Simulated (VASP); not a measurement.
# Cd2InGaO4 (P4/mmm) in VASP: notebook

Runs on Cd2InGaO4. Level: PBE. Tasks: single point.

Everything below comes from runs of VASP 6.6.1. Logs are shortened: lines on timing, memory, paths and dates and some standing lists are left out, and cuts for length are marked.

### Step 1. The cell of the first run

It takes space group P4/mmm (No. 123, tetragonal). The conventional cell has a = 4.450 Å, b = 4.450 Å, c = 5.306 Å, α = 90.00°, β = 90.00°, γ = 90.00°. Cd (site symmetry 4mm) has 8 O at 2.59 Å and 2 Cd at 2.65 Å and 4 In at 3.41 Å and 4 Ga at 3.41 Å within 3.5 Å. In (site symmetry 4/mmm) has 4 O at 2.23 Å and 2 Ga at 2.65 Å within 2.9 Å. Within 2.9 Å of Ga (site symmetry 4/mmm) lie 4 O at 2.23 Å and 2 In at 2.65 Å. Within 2.9 Å of O (site symmetry mmm) lie 2 In at 2.23 Å and 4 Cd at 2.59 Å and 2 O at 2.65 Å. O (site symmetry mmm) has 2 Ga at 2.23 Å and 4 Cd at 2.59 Å and 2 O at 2.65 Å within 2.9 Å.

### Step 2. Single point, PBE

File INCAR:

```
PREC = Accurate
ENCUT = 520
EDIFF = 1E-6
ISMEAR = 0
SIGMA = 0.1
LREAL = F
LASPH = T
NELM = 80
ALGO = Normal
ISIF = 2
LWAVE = F
LCHARG = F
GGA = PE
NBANDS = 47
```

File KPOINTS:

```
regular mesh
0
Gamma
  4 4 4
```

File POSCAR:

```
Cd2InGaO4
1.0
    4.4502059400      0.0000000000      0.0000000000
    0.0000000000      4.4502059400      0.0000000000
    0.0000000000      0.0000000000      5.3064299900
Cd In Ga O
2 1 1 4
Direct
    0.5000000000      0.5000000000      0.2500000000
    0.5000000000      0.5000000000      0.7500000000
    0.0000000000      0.0000000000      0.0000000000
    0.0000000000      0.0000000000      0.5000000000
    0.5000000000      0.0000000000      0.0000000000
    0.0000000000      0.5000000000      0.0000000000
    0.5000000000      0.0000000000      0.5000000000
    0.0000000000      0.5000000000      0.5000000000
```

Potentials or basis: VASP PAW PBE potentials, release 64 (Cd, In_d, Ga_d, O).

Launch:

```console
cat potpaw_PBE.64/Cd/POTCAR potpaw_PBE.64/In_d/POTCAR potpaw_PBE.64/Ga_d/POTCAR potpaw_PBE.64/O/POTCAR > POTCAR
mpirun -np 1 vasp_std > vasp.out
```

OUTCAR:

```text
PREC = Accurate
   ENCUT = 520
   EDIFF = 1E-6
   ISMEAR = 0
   LREAL = F
   LASPH = T
   NELM = 80
   ISIF = 2
   GGA = PE

 ion  position               nearest neighbor table
   1  0.500  0.500  0.250-   5 2.59   6 2.59   7 2.59   8 2.59   5 2.59   7 2.59   6 2.59   8 2.59
                             2 2.65   2 2.65   3 3.41   3 3.41   3 3.41   3 3.41
   2  0.500  0.500  0.750-   5 2.59   6 2.59   7 2.59   8 2.59   5 2.59   7 2.59   6 2.59   8 2.59
                             1 2.65   1 2.65   3 3.41   3 3.41   3 3.41   3 3.41
   3  0.000  0.000  0.000-   5 2.23   6 2.23   6 2.23   5 2.23   4 2.65   4 2.65   1 3.41   2 3.41
                             1 3.41   1 3.41   2 3.41   2 3.41   1 3.41   2 3.41
   4  0.000  0.000  0.500-   7 2.23   8 2.23   8 2.23   7 2.23   3 2.65   3 2.65
   5  0.500  0.000  0.000-   3 2.23   3 2.23   1 2.59   1 2.59   2 2.59   2 2.59
   6  0.000  0.500  0.000-   3 2.23   3 2.23   1 2.59   2 2.59   1 2.59   2 2.59
   7  0.500  0.000  0.500-   4 2.23   4 2.23   1 2.59   1 2.59   2 2.59   2 2.59
   8  0.000  0.500  0.500-   4 2.23   4 2.23   1 2.59   2 2.59   1 2.59   2 2.59

  LATTYP: Found a simple tetragonal cell.
 ALAT       =     4.4502059400
 C/A-ratio  =     1.1924009948

  Lattice vectors:

 A1 = (   4.4502059400,   0.0000000000,   0.0000000000)
 A2 = (   0.0000000000,   4.4502059400,   0.0000000000)
 A3 = (   0.0000000000,   0.0000000000,   5.3064299900)

Analysis of symmetry for initial positions (statically):
=====================================================================
 Subroutine PRICEL returns:
 Original cell was already a primitive cell.

 Routine SETGRP: Setting up the symmetry group for a
 simple tetragonal supercell.

 Subroutine GETGRP returns: Found 16 space group operations
 (whereof 16 operations were pure point group operations)
 out of a pool of 16 trial point group operations.

The static configuration has the point symmetry D_4h.

Analysis of symmetry for dynamics (positions and initial velocities):
=====================================================================
 Subroutine PRICEL returns:
 Original cell was already a primitive cell.

 Routine SETGRP: Setting up the symmetry group for a
 simple tetragonal supercell.

 Subroutine GETGRP returns: Found 16 space group operations
 (whereof 16 operations were pure point group operations)
 out of a pool of 16 trial point group operations.

The dynamic configuration has the point symmetry D_4h.

 Subroutine INISYM returns: Found 16 space group operations
 (whereof 16 operations are pure point group operations),
 and found     1 'primitive' translations

----------------------------------------------------------------------------------------

                                     Primitive cell

  volume of cell :     105.0903

  direct lattice vectors                    reciprocal lattice vectors
     4.450205940  0.000000000  0.000000000     0.224708702  0.000000000  0.000000000
     0.000000000  4.450205940  0.000000000     0.000000000  0.224708702  0.000000000
     0.000000000  0.000000000  5.306429990     0.000000000  0.000000000  0.188450616

  length of vectors
     4.450205940  4.450205940  5.306429990     0.224708702  0.224708702  0.188450616

  position of ions in fractional coordinates (direct lattice)
     0.500000000  0.500000000  0.250000000
     0.500000000  0.500000000  0.750000000
     0.000000000  0.000000000  0.000000000
     0.000000000  0.000000000  0.500000000
     0.500000000  0.000000000  0.000000000
     0.000000000  0.500000000  0.000000000
     0.500000000  0.000000000  0.500000000
     0.000000000  0.500000000  0.500000000

  ion indices of the primitive-cell ions
   primitive index   ion index
                 1           1
                 2           2
                 3           3
                 4           4
                 5           5
                 6           6
                 7           7
                 8           8

----------------------------------------------------------------------------------------

 KPOINTS: regular mesh

Automatic generation of k-mesh.
 Grid dimensions read from file:
 generate k-points for:    4    4    4

 Generating k-lattice:

  Cartesian coordinates                     Fractional coordinates (reciprocal lattice)
     0.056177175  0.000000000  0.000000000     0.250000000  0.000000000  0.000000000
     0.000000000  0.056177175  0.000000000     0.000000000  0.250000000  0.000000000
     0.000000000  0.000000000  0.047112654     0.000000000  0.000000000  0.250000000

  Length of vectors
     0.056177175  0.056177175  0.047112654

  Shift w.r.t. Gamma in fractional coordinates (k-lattice)
     0.000000000  0.000000000  0.000000000

 Subroutine IBZKPT returns following result:
 ===========================================

 Found     18 irreducible k-points:

 Following reciprocal coordinates:
            Coordinates               Weight
  0.000000  0.000000  0.000000      1.000000
  0.250000  0.000000  0.000000      4.000000
  0.500000  0.000000  0.000000      2.000000
  0.250000  0.250000  0.000000      4.000000
  0.500000  0.250000  0.000000      4.000000
  0.500000  0.500000  0.000000      1.000000
[... 10 lines left out ...]
  0.500000  0.250000  0.500000      4.000000
  0.500000  0.500000  0.500000      1.000000
   k-points           NKPTS =     18   k-points in BZ     NKDIM =     18   number of bands    NBANDS=     47
   number of dos      NEDOS =    301   number of ions     NIONS =      8
   total plane-waves  NPLWV =  51840
   dimension x,y,z NGX =    36 NGY =   36 NGZ =   40
   dimension x,y,z NGXF=    72 NGYF=   72 NGZF=   80
   ions per type =               2   1   1   4
   NGX,Y,Z   is equivalent  to a cutoff of  13.45, 13.45, 12.53 a.u.
   NGXF,Y,Z  is equivalent  to a cutoff of  26.90, 26.90, 25.06 a.u.
 SYSTEM =  unknown system
   PREC   = accura    normal or accurate (medium, high low for compatibility)
   ISTART =      0    job   : 0-new  1-cont  2-samecut
   ICHARG =      2    charge: 1-file 2-atom 10-const
   ISPIN  =      1    spin polarized calculation?
   LNONCOLLINEAR =      F non collinear calculations
   LSORBIT =      F    spin-orbit coupling
   LASPH  =      T    aspherical Exc in radial PAW
   ENCUT  =  520.0 eV  38.22 Ry    6.18 a.u.   8.27  8.27  9.87*2*pi/ulx,y,z
   NELM   =     80;   NELMIN=  2; NELMDL= -5     # of ELM steps
   EDIFF  = 0.1E-05   stopping-criterion for ELM
   LREAL  =      F    real-space projection
   EDIFFG = 0.1E-04   stopping-criterion for IOM
   NSW    =      0    number of steps for IOM
   IBRION =     -1    ionic relax: 0-MD 1-quasi-New 2-CG
   NFREE  =      0    steps in history (QN), initial steepest desc. (CG)
   ISIF   =      2    stress and relaxation
   ISYM   =      2    0-nonsym 1-usesym 2-fastsym
   POTIM  = 0.5000    time-step for ionic-motion
   TEBEG  =    0.0;   TEEND  =   0.0 temperature during run
   PSTRESS=    0.0 pullay stress
   NELECT =      74.0000    total number of electrons
   NUPDOWN=      -1.0000    fix difference up-down
   EMIN   =  10.00;   EMAX   =-10.00  energy-range for DOS
   EFERMI =   0.00;   METHOD = LEGACY
   ISMEAR =     0;   SIGMA  =   0.10  broadening in eV -4-tet -1-fermi 0-gaus
   EFERMI_NEDOS =   21; number of points for ismear=-14 and -15
   IALGO  =     38    algorithm
   IMIX   =      4    mixing-type and parameters
     AMIX     =   0.40;   BMIX     =  1.00
     AMIX_MAG =   1.60;   BMIX_MAG =  1.00
  volume/ion in A,a.u.               =      13.14        88.65
  Fermi-wavevector in a.u.,A,eV,Ry     =   1.456458  2.752306 28.861614  2.121269
  Thomas-Fermi vector in A             =   2.573373
   LORBIT       =      0    0 simple, 1 ext, 2 COOP (PROOUT), +10 PAW based schemes
   GGA     = PE    functional components
   LHFCALC =     F    Hartree Fock is set to
   AEXX    =    0.0000 exact exchange contribution
   IVDW    =     0    specifies the selected vdW correction
   LEPSILON=     F    determine dielectric tensor
   LRPA    =     F    only Hartree local field effects (RPA)
 non-spin polarized calculation
 Gauss-broadening in eV      SIGMA  =   0.10
  energy-cutoff  :      520.00
  volume of cell :      105.09
 maximum number of plane-waves:      2848
 NGX is ok and might be reduce to    36
   NGX = 17   NGY = 17   NGZ = 19

 number of electron      73.9999976 magnetization

 Free energy of the ion-electron system (eV)
  ---------------------------------------------------
  ext. energy  EPLUGINS =         0.00000000
  ---------------------------------------------------
  free energy    TOTEN  =       -30.89845974 eV

  energy without entropy =      -30.87411657  energy(sigma->0) =      -30.88628815

 E-fermi :   5.0770     XC(G=0): -11.6095

 val. band max:        5.0481215411   @ k =   0.2500   0.0000   0.2500
 cond. band min:       5.1065889611   @ k =   0.2500   0.0000   0.0000
 fundamental gap:      0.0584674200
 Fermi energy:         5.0769890240

 k-point     1 :       0.0000    0.0000    0.0000
  band No.  band energies     occupation
      1     -13.5811      2.00000
      2     -13.0982      2.00000
      3     -12.6273      2.00000
      4     -12.1909      2.00000
      5     -10.0646      2.00000
      6      -9.7497      2.00000
[... 39 lines left out ...]
     46      11.7174      0.00000
     47      14.7766      0.00000

 k-point     2 :       0.2500    0.0000    0.0000
  band No.  band energies     occupation
      1     -13.4268      2.00000
      2     -13.0532      2.00000
      3     -12.5295      2.00000
      4     -12.1830      2.00000
      5     -10.0799      2.00000
      6      -9.7605      2.00000
[... 39 lines left out ...]
     46      13.2846      0.00000
     47      13.8036      0.00000

 k-point     3 :       0.5000    0.0000    0.0000
  band No.  band energies     occupation
      1     -13.2591      2.00000
      2     -13.0026      2.00000
      3     -12.4595      2.00000
      4     -12.1192      2.00000
      5     -10.1087      2.00000
      6      -9.7714      2.00000
[... 739 lines left out ...]
     46      13.3612      0.00000
     47      13.6448      0.00000

 k-point    18 :       0.5000    0.5000    0.5000
  band No.  band energies     occupation
      1     -12.6943      2.00000
      2     -12.6943      2.00000
      3     -12.4239      2.00000
      4     -12.4239      2.00000
      5      -9.7765      2.00000
      6      -9.6650      2.00000
[... 39 lines left out ...]
     46      13.7296      0.00000
     47      15.1310      0.00000

------------------------ aborting loop because EDIFF is reached ----------------------------------------

  FORCE on cell =-STRESS in cart. coord.  units (eV):
  Direction    XX          YY          ZZ          XY          YZ          ZX
  --------------------------------------------------------------------------------------
  -------------------------------------------------------------------------------------
  Total       -8.7265611     -8.7265611     21.4242679      0.0000000     -0.0000000      0.0000000
  in kB     -133.0427033   -133.0427033    326.6283784      0.0000000     -0.0000000      0.0000000
  external PRESSURE =      20.1809906 kB  Pullay stress =       0.0000000 kB

 VOLUME and BASIS-vectors are now :
 -----------------------------------------------------------------------------
  energy-cutoff  :      520.00
  volume of cell :      105.09
      direct lattice vectors                 reciprocal lattice vectors
     4.450205940  0.000000000  0.000000000     0.224708702  0.000000000  0.000000000
     0.000000000  4.450205940  0.000000000     0.000000000  0.224708702  0.000000000
     0.000000000  0.000000000  5.306429990     0.000000000  0.000000000  0.188450616

 POSITION                                       TOTAL-FORCE (eV/Angst)
 -----------------------------------------------------------------------------------
      2.22510      2.22510      1.32661        -0.000000      0.000000      0.242103
      2.22510      2.22510      3.97982         0.000000      0.000000     -0.242103
      0.00000      0.00000      0.00000        -0.000000     -0.000000      0.000000
      0.00000      0.00000      2.65321        -0.000000     -0.000000      0.000000
      2.22510      0.00000      0.00000        -0.000000     -0.000000      0.000000
      0.00000      2.22510      0.00000        -0.000000     -0.000000      0.000000
      2.22510      0.00000      2.65321        -0.000000     -0.000000      0.000000
      0.00000      2.22510      2.65321        -0.000000     -0.000000      0.000000
 -----------------------------------------------------------------------------------
    total drift:                                0.000000      0.000000     -0.000000

  FREE ENERGIE OF THE ION-ELECTRON SYSTEM (eV)
  ---------------------------------------------------
  free  energy   TOTEN  =       -30.8984597438 eV

  energy  without entropy=      -30.8741165654  energy(sigma->0) =      -30.88628815
```

It took 41 s on 1 thread of Intel Xeon 6975P-C (Granite Rapids), shared host; peak memory 0.26 GiB.

What came out:

```
Free energy            : -30.8985 eV
Pressure               : 2.0 GPa
Largest force          : 0.242 eV/Å
Band gap on the k mesh : zero (bands 37 and 38 overlap by 2.37 eV)
```

Forces on the atoms (eV/Å):
```
Cd   0.000  0.000  0.242
Cd   0.000  0.000 -0.242
In   0.000  0.000  0.000
Ga   0.000  0.000  0.000
O    0.000  0.000  0.000
O    0.000  0.000  0.000
O    0.000  0.000  0.000
O    0.000  0.000  0.000
```

Stress tensor (GPa, compression positive):
```
-13.30   0.00   0.00
  0.00 -13.30   0.00
  0.00   0.00  32.66
```

Caveat: spin-orbit coupling is left out, which moves the levels of the heavy elements.

(Continued in part 2 of 2.)
